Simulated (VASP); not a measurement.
BeBi3, 8 atoms in the cell. It takes space group P6_3/mmc (No. 194, hexagonal). The conventional cell has a = 8.757 Å, b = 8.757 Å, c = 3.812 Å, α = 90.00°, β = 90.00°, γ = 120.00°. Within 3.5 Å of Be (site symmetry -6m2) lie 6 Bi at 2.66 Å. Within 3.5 Å of Bi (site symmetry mm2) lie 2 Be at 2.66 Å and 2 Bi at 3.20 Å. 

| Property | Result |
| --- | --- |
| Program | VASP 6.6.1 |
| Task | single point |
| Functional | PBE |
| Potentials or basis | VASP PAW PBE potentials, release 64 (Be, Bi_d) |
| Cutoff | 520 eV |
| k mesh | 6 × 6 × 10 |
| Occupations | gaussian, width 0.1 eV |
| Spin | no spin polarisation |
| Dipole correction | no |
| Further INCAR settings | ALGO = Fast; EDIFF = 1e-06; NBANDS = 57 |

Potentials or basis: VASP PAW PBE potentials, release 64 (Be, Bi_d).

Command:

```bash
$ cat potpaw_PBE.64/Be/POTCAR potpaw_PBE.64/Bi_d/POTCAR > POTCAR
$ mpirun -np 1 vasp_std > vasp.out
```

Hardware: 1 thread of Intel(R) Xeon(R) 6975P-C (Granite Rapids), with other jobs on the host.

Q: Estimate the wall time of this run.

A: Run time: 7.6 min on 1 thread of Intel(R) Xeon(R) 6975P-C (Granite Rapids), on a shared host, peak memory 0.64 GiB. Counts: scf iterations 15, k points 42.
